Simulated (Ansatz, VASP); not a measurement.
## One calculation of ZrB2, two programs

File INCAR:

```
  PREC = Accurate
  ENCUT = 520
  EDIFF = 1E-7
  ISMEAR = -1
  SIGMA = 0.05
  LREAL = False
  LASPH = True
  NELM = 100
  ALGO = Normal
  ISIF = 2
  LWAVE = False
  LCHARG = False
  NBANDS = 16
```

Contents of KPOINTS:

```
regular mesh
0
Gamma
  12 12 9
```

File POSCAR:

```
ZrB2
1.0
    3.1649998255      0.0158249991      0.0158249991
   -1.5687950615      2.7330577523      0.0057923517
    0.0176000000      0.0176000000      3.5200000000
Zr B
1 2
Direct
    0.0000000000      0.0000000000      0.0000000000
    0.3333333333      0.6666666667      0.5000000000
    0.6666666667      0.3333333333      0.5000000000
```

Input for Ansatz:

```yaml
crystal:
  lattice:
    - [3.1649998255, 0.0158249991, 0.0158249991]
    - [-1.5687950615, 2.7330577523, 0.0057923517]
    - [0.0176, 0.0176, 3.52]
  atoms:
    - { symbol: Zr, position: [0.0, 0.0, 0.0] }
    - { symbol: B, position: [0.3333333333, 0.6666666667, 0.5] }
    - { symbol: B, position: [0.6666666667, 0.3333333333, 0.5] }
kpoints:
  mp_grid: { grid: [12, 12, 9] }
  band_path:
    path:
      - [0.0, 0.0, 0.0]
      - [0.0, -0.5, 0.0]
      - [0.0, 0.0, 0.5]
      - [0.0, 0.0, 0.0]
      - [-0.5, 0.0, 0.0]
      - [-0.5, 0.5, -0.5]
      - [0.0, 0.0, 0.0]
      - [-0.5, 0.0, -0.5]
      - [-0.5, 0.5, 0.0]
    npoints: 5
scf:
  occupations: { method: fermi_dirac, width: 0.05 }
hamiltonian:
  xc: lda
  pseudopotentials: { kind: all_electron, lapw: { basis_error: 0.001 } }
output:
  forces: true
  stress: true
  eigenvalues: true
```

Change from the starting cell: equal xy, yz and zx shear strains of +1 %.

Alike in both runs: task single point; functional LDA; k mesh 12 × 12 × 9; occupations fermi-dirac, width 0.05 eV; no spin polarisation.

|  | VASP | Ansatz |
| --- | --- | --- |
| version | VASP 6.6.1 | Ansatz 0.2.0 |
| potentials or method | VASP PAW LDA potentials, release 64 (Zr_sv, B), cutoff 520 eV | all-electron LAPW, scalar-relativistic |

VASP gave:

- pressure (GPa): -6.7
- traceless stress, the component that is largest in VASP (GPa): -2.56
- rms of the force components (eV/Å): 0.010

Task: What did Ansatz give for the same quantities?

Result: Pressure (GPa): -7.2; traceless stress, the component that is largest in VASP (GPa): -2.56; rms of the force components (eV/Å): 0.010.

LDA's correlation is that of Perdew and Zunger in VASP and of Perdew and Wang (1992) in Ansatz. Atom by atom the forces differ by 0.000 eV/Å (rms over components). Ansatz ran all-electron here, and VASP with PAW potentials.
